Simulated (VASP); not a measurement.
# Li2HfN2 (P-3m1) in VASP: single point with LDA

Aim: the single point of Li2HfN2 with LDA.

Program: VASP 6.6.1. These are calculated values, not measurements. Logs are shortened: lines on timing, memory, paths and dates and some standing lists are left out, and cuts for length are marked.

## (1) The cell of the first run

It takes space group P-3m1 (No. 164, trigonal). The conventional cell has a = 3.237 Å, b = 3.237 Å, c = 5.424 Å, α = 90.00°, β = 90.00°, γ = 120.00°. Li (site symmetry 3m) has 4 N at 2.07 to 2.15 Å and 3 Li at 2.26 Å within 2.7 Å. Hf (site symmetry -3m) has 6 N at 2.22 Å and 6 Li at 2.79 Å within 2.9 Å. Within 2.7 Å of N (site symmetry 3m) lie 4 Li at 2.07 to 2.15 Å and 3 Hf at 2.22 Å.

## (2) Single point, LDA

File INCAR:

```
SYSTEM = Li2HfN2
ALGO     = Normal         ! electronic algorithm
EDIFF    = 1E-7           ! SCF threshold, eV
ENCUT    = 520            ! plane-wave cutoff, eV
ISIF     = 2              ! what is computed and relaxed
ISMEAR   = 0              ! smearing method
LASPH    = .TRUE.         ! aspherical terms in the spheres
LCHARG   = .FALSE.        ! write CHGCAR
LREAL    = .FALSE.        ! projectors in reciprocal space
LWAVE    = .FALSE.        ! write WAVECAR
NBANDS   = 21             ! bands
NELM     = 100            ! most SCF steps
PREC     = Accurate       ! precision mode
SIGMA    = 0.05           ! smearing width, eV
```

File KPOINTS:

```
k-points
0
G
  9 9 6
  0 0 0
```

File POSCAR:

```
Li2HfN2
1.0
    3.2371209533      0.0000000000      0.0000000000
   -1.6185604767      2.8034289807      0.0000000000
    0.0000000000      0.0000000000      5.4235951800
Li Hf N
2 1 2
Direct
    0.6666666667      0.3333333333      0.3827885700
    0.3333333333      0.6666666667      0.6172114300
    0.0000000000      0.0000000000      0.0000000000
    0.6666666667      0.3333333333      0.7793848600
    0.3333333333      0.6666666667      0.2206151400
```

Potentials or basis: VASP PAW LDA potentials, release 64 (Li_sv, Hf_pv, N).

Started as:

```sh
cat potpaw_LDA.64/Li_sv/POTCAR potpaw_LDA.64/Hf_pv/POTCAR potpaw_LDA.64/N/POTCAR > POTCAR
mpirun -np 1 vasp_std > vasp.out
```

OUTCAR:

```text
SYSTEM = Li2HfN2
   EDIFF = 1E-7
   ENCUT = 520
   ISIF = 2
   ISMEAR = 0
   LASPH = .TRUE.
   LREAL = .FALSE.
   NELM = 100
   PREC = Accurate

 ion  position               nearest neighbor table
   1  0.667  0.333  0.383-   5 2.07   5 2.07   5 2.07   4 2.15   2 2.26   2 2.26   2 2.26   3 2.79
                             3 2.79   3 2.79
   2  0.333  0.667  0.617-   4 2.07   4 2.07   4 2.07   5 2.15   1 2.26   1 2.26   1 2.26   3 2.79
                             3 2.79   3 2.79
   3  0.000  0.000  0.000-   4 2.22   5 2.22   4 2.22   5 2.22   4 2.22   5 2.22   1 2.79   2 2.79
                             2 2.79   1 2.79   1 2.79   2 2.79
   4  0.667  0.333  0.779-   2 2.07   2 2.07   2 2.07   1 2.15   3 2.22   3 2.22   3 2.22
   5  0.333  0.667  0.221-   1 2.07   1 2.07   1 2.07   2 2.15   3 2.22   3 2.22   3 2.22

  LATTYP: Found a hexagonal cell.
 ALAT       =     3.2371209533
 C/A-ratio  =     1.6754379148

  Lattice vectors:

 A1 = (   3.2371209533,   0.0000000000,   0.0000000000)
 A2 = (  -1.6185604767,   2.8034289807,   0.0000000000)
 A3 = (   0.0000000000,   0.0000000000,   5.4235951800)

Analysis of symmetry for initial positions (statically):
=====================================================================
 Subroutine PRICEL returns:
 Original cell was already a primitive cell.

 Routine SETGRP: Setting up the symmetry group for a
 hexagonal supercell.

 Subroutine GETGRP returns: Found 12 space group operations
 (whereof 12 operations were pure point group operations)
 out of a pool of 24 trial point group operations.

The static configuration has the point symmetry D_3d.

Analysis of symmetry for dynamics (positions and initial velocities):
=====================================================================
 Subroutine PRICEL returns:
 Original cell was already a primitive cell.

 Routine SETGRP: Setting up the symmetry group for a
 hexagonal supercell.

 Subroutine GETGRP returns: Found 12 space group operations
 (whereof 12 operations were pure point group operations)
 out of a pool of 24 trial point group operations.

The dynamic configuration has the point symmetry D_3d.

 Subroutine INISYM returns: Found 12 space group operations
 (whereof 12 operations are pure point group operations),
 and found     1 'primitive' translations

----------------------------------------------------------------------------------------

                                     Primitive cell

  volume of cell :      49.2193

  direct lattice vectors                    reciprocal lattice vectors
     3.237120953  0.000000000  0.000000000     0.308916477  0.178353011  0.000000000
    -1.618560477  2.803428981  0.000000000     0.000000000  0.356706022  0.000000000
     0.000000000  0.000000000  5.423595180     0.000000000  0.000000000  0.184379543

  length of vectors
     3.237120953  3.237120953  5.423595180     0.356706022  0.356706022  0.184379543

  position of ions in fractional coordinates (direct lattice)
     0.666666667  0.333333333  0.382788570
     0.333333333  0.666666667  0.617211430
     0.000000000  0.000000000  0.000000000
     0.666666667  0.333333333  0.779384860
     0.333333333  0.666666667  0.220615140

  ion indices of the primitive-cell ions
   primitive index   ion index
                 1           1
                 2           2
                 3           3
                 4           4
                 5           5

----------------------------------------------------------------------------------------

 KPOINTS: k-points

Automatic generation of k-mesh.
 Grid dimensions read from file:
 generate k-points for:    9    9    6

 Generating k-lattice:

  Cartesian coordinates                     Fractional coordinates (reciprocal lattice)
     0.034324053  0.019817001  0.000000000     0.111111111  0.000000000  0.000000000
     0.000000000  0.039634002  0.000000000     0.000000000  0.111111111  0.000000000
     0.000000000  0.000000000  0.030729924     0.000000000  0.000000000  0.166666667

  Length of vectors
     0.039634002  0.039634002  0.030729924

  Shift w.r.t. Gamma in fractional coordinates (k-lattice)
     0.000000000  0.000000000  0.000000000

 Subroutine IBZKPT returns following result:
 ===========================================

 Found     62 irreducible k-points:

 Following reciprocal coordinates:
            Coordinates               Weight
  0.000000  0.000000  0.000000      1.000000
  0.111111  0.000000  0.000000      6.000000
  0.222222 -0.000000  0.000000      6.000000
  0.333333  0.000000  0.000000      6.000000
  0.444444 -0.000000  0.000000      6.000000
  0.111111  0.111111  0.000000      6.000000
[... 16 lines left out ...]
  0.222222  0.111111  0.166667     12.000000
 -0.111111  0.333333  0.166667     12.000000
 [... further k-points ...]
   k-points           NKPTS =     62   k-points in BZ     NKDIM =     62   number of bands    NBANDS=     21
   number of dos      NEDOS =    301   number of ions     NIONS =      5
   total plane-waves  NPLWV =  23040
   dimension x,y,z NGX =    24 NGY =   24 NGZ =   40
   dimension x,y,z NGXF=    48 NGYF=   48 NGZF=   80
   ions per type =               2   1   2
   NGX,Y,Z   is equivalent  to a cutoff of  12.33, 12.33, 12.26 a.u.
   NGXF,Y,Z  is equivalent  to a cutoff of  24.65, 24.65, 24.52 a.u.
 SYSTEM =  Li2HfN2
   PREC   = accura    normal or accurate (medium, high low for compatibility)
   ISTART =      0    job   : 0-new  1-cont  2-samecut
   ICHARG =      2    charge: 1-file 2-atom 10-const
   ISPIN  =      1    spin polarized calculation?
   LNONCOLLINEAR =      F non collinear calculations
   LSORBIT =      F    spin-orbit coupling
   LASPH  =      T    aspherical Exc in radial PAW
   ENCUT  =  520.0 eV  38.22 Ry    6.18 a.u.   6.02  6.02 10.08*2*pi/ulx,y,z
   NELM   =    100;   NELMIN=  2; NELMDL= -5     # of ELM steps
   EDIFF  = 0.1E-06   stopping-criterion for ELM
   LREAL  =      F    real-space projection
   EDIFFG = 0.1E-05   stopping-criterion for IOM
   NSW    =      0    number of steps for IOM
   IBRION =     -1    ionic relax: 0-MD 1-quasi-New 2-CG
   NFREE  =      0    steps in history (QN), initial steepest desc. (CG)
   ISIF   =      2    stress and relaxation
   ISYM   =      2    0-nonsym 1-usesym 2-fastsym
   POTIM  = 0.5000    time-step for ionic-motion
   TEBEG  =    0.0;   TEEND  =   0.0 temperature during run
   PSTRESS=    0.0 pullay stress
   NELECT =      26.0000    total number of electrons
   NUPDOWN=      -1.0000    fix difference up-down
   EMIN   =  10.00;   EMAX   =-10.00  energy-range for DOS
   EFERMI =   0.00;   METHOD = LEGACY
   ISMEAR =     0;   SIGMA  =   0.05  broadening in eV -4-tet -1-fermi 0-gaus
   EFERMI_NEDOS =   21; number of points for ismear=-14 and -15
   IALGO  =     38    algorithm
   IMIX   =      4    mixing-type and parameters
     AMIX     =   0.40;   BMIX     =  1.00
     AMIX_MAG =   1.60;   BMIX_MAG =  1.00
  volume/ion in A,a.u.               =       9.84        66.43
  Fermi-wavevector in a.u.,A,eV,Ry     =   1.323389  2.500842 23.828661  1.751357
  Thomas-Fermi vector in A             =   2.453000
   LORBIT       =      0    0 simple, 1 ext, 2 COOP (PROOUT), +10 PAW based schemes
   GGA     = CA    functional components
   LHFCALC =     F    Hartree Fock is set to
   AEXX    =    0.0000 exact exchange contribution
   IVDW    =     0    specifies the selected vdW correction
   LEPSILON=     F    determine dielectric tensor
   LRPA    =     F    only Hartree local field effects (RPA)
 non-spin polarized calculation
 Gauss-broadening in eV      SIGMA  =   0.05
  energy-cutoff  :      520.00
  volume of cell :       49.22
 maximum number of plane-waves:      1350
   NGX = 13   NGY = 13   NGZ = 21

 number of electron      26.0000008 magnetization

 Free energy of the ion-electron system (eV)
  ---------------------------------------------------
  ext. energy  EPLUGINS =         0.00000000
  ---------------------------------------------------
  free energy    TOTEN  =       -39.88432104 eV

  energy without entropy =      -39.88432104  energy(sigma->0) =      -39.88432104

 E-fermi :   4.4106     XC(G=0): -11.4385

 val. band max:        4.2094070436   @ k =   0.0000   0.0000   0.0000
 cond. band min:       6.0418227271   @ k =   0.4444  -0.0000   0.5000
 fundamental gap:      1.8324156836
 Fermi energy:         4.4106134208

 k-point     1 :       0.0000    0.0000    0.0000
  band No.  band energies     occupation
      1     -39.1900      2.00000
      2     -38.9768      2.00000
      3     -25.4249      2.00000
      4     -25.0128      2.00000
      5     -25.0128      2.00000
      6      -9.6344      2.00000
[... 13 lines left out ...]
     20      11.9728      0.00000
     21      13.1578      0.00000

 k-point     2 :       0.1111    0.0000    0.0000
  band No.  band energies     occupation
      1     -39.1831      2.00000
      2     -38.9813      2.00000
      3     -25.4091      2.00000
      4     -25.0943      2.00000
      5     -25.0298      2.00000
      6      -9.4418      2.00000
[... 13 lines left out ...]
     20      12.7858      0.00000
     21      13.2165      0.00000

 k-point     3 :       0.2222   -0.0000    0.0000
  band No.  band energies     occupation
      1     -39.1638      2.00000
      2     -38.9943      2.00000
      3     -25.3699      2.00000
      4     -25.2933      2.00000
      5     -25.0725      2.00000
      6      -8.9634      2.00000
[... 13 lines left out ...]
     20      13.0519      0.00000
     21      14.4927      0.00000
[... 457 lines left out ...]
 k-point    23 :       0.2222    0.1111    0.1667
  band No.  band energies     occupation
      1     -39.1467      2.00000
      2     -39.0067      2.00000
      3     -25.4200      2.00000
      4     -25.3372      2.00000
      5     -25.1294      2.00000
      6      -8.5821      2.00000
[... 13 lines left out ...]
     20      13.9487      0.00000
     21      14.5944      0.00000

 k-point    24 :      -0.1111    0.3333    0.1667
  band No.  band energies     occupation
      1     -39.1467      2.00000
      2     -39.0066      2.00000
      3     -25.4201      2.00000
      4     -25.3371      2.00000
      5     -25.1294      2.00000
      6      -8.6018      2.00000
[... 13 lines left out ...]
     20      12.9987      0.00000
     21      15.0607      0.00000

 [... further k-points ...]

------------------------ aborting loop because EDIFF is reached ----------------------------------------

  FORCE on cell =-STRESS in cart. coord.  units (eV):
  Direction    XX          YY          ZZ          XY          YZ          ZX
  --------------------------------------------------------------------------------------
  -------------------------------------------------------------------------------------
  Total       -2.2112343     -2.2112343     -1.9343910      0.0000000      0.0000000     -0.0000000
  in kB      -71.9796256    -71.9796256    -62.9678824      0.0000000      0.0000000     -0.0000000
  external PRESSURE =     -68.9757112 kB  Pullay stress =       0.0000000 kB

 VOLUME and BASIS-vectors are now :
 -----------------------------------------------------------------------------
  energy-cutoff  :      520.00
  volume of cell :       49.22
      direct lattice vectors                 reciprocal lattice vectors
     3.237120953  0.000000000  0.000000000     0.308916477  0.178353011  0.000000000
    -1.618560477  2.803428981  0.000000000     0.000000000  0.356706022  0.000000000
     0.000000000  0.000000000  5.423595180     0.000000000  0.000000000  0.184379543

 POSITION                                       TOTAL-FORCE (eV/Angst)
 -----------------------------------------------------------------------------------
      1.61856      0.93448      2.07609        -0.000000      0.000000     -0.086552
     -0.00000      1.86895      3.34750         0.000000      0.000000      0.086552
      0.00000      0.00000      0.00000         0.000000      0.000000      0.000000
      1.61856      0.93448      4.22707        -0.000000      0.000000      0.160756
     -0.00000      1.86895      1.19653         0.000000     -0.000000     -0.160756
 -----------------------------------------------------------------------------------
    total drift:                                0.000000      0.000000      0.000000

  FREE ENERGIE OF THE ION-ELECTRON SYSTEM (eV)
  ---------------------------------------------------
  free  energy   TOTEN  =       -39.8843210405 eV

  energy  without entropy=      -39.8843210405  energy(sigma->0) =      -39.88432104
```

It took 37 s on 1 thread of Intel Xeon Platinum 8375C at 2.90GHz (Ice Lake), shared host; peak memory 0.18 GiB.

What came out:

- Free energy: -39.8843 eV
- Largest force: 0.161 eV/Å
- Band gap on the k mesh: 1.83 eV, indirect (least direct gap 2.65 eV)

Forces in eV/Å, atoms in the order of the input:
```
Li   0.000  0.000 -0.087
Li   0.000  0.000  0.087
Hf   0.000  0.000  0.000
N    0.000  0.000  0.161
N    0.000  0.000 -0.161
```

Levels at points of the mesh, in eV from the valence-band top:
```
           k point  band 9  band 10  band 11  band 12  band 13  band 14  band 15  band 16  band 17  band 18
(0.00, 0.00, 0.00)   -2.86    -2.86    -0.42     0.00     0.00     3.42     3.42     3.83     4.73     7.38
(0.00, 0.00, 0.50)   -2.79    -2.79    -2.06    -0.20    -0.20     3.33     3.33     4.33     6.36     7.11
```

Caveat: the cutoff is under 1.25 times the usual one of these potentials, so pressure, stress and relaxed cells hold a basis-set (Pulay) error; spin-orbit coupling is left out, which moves the levels of the heavy elements.
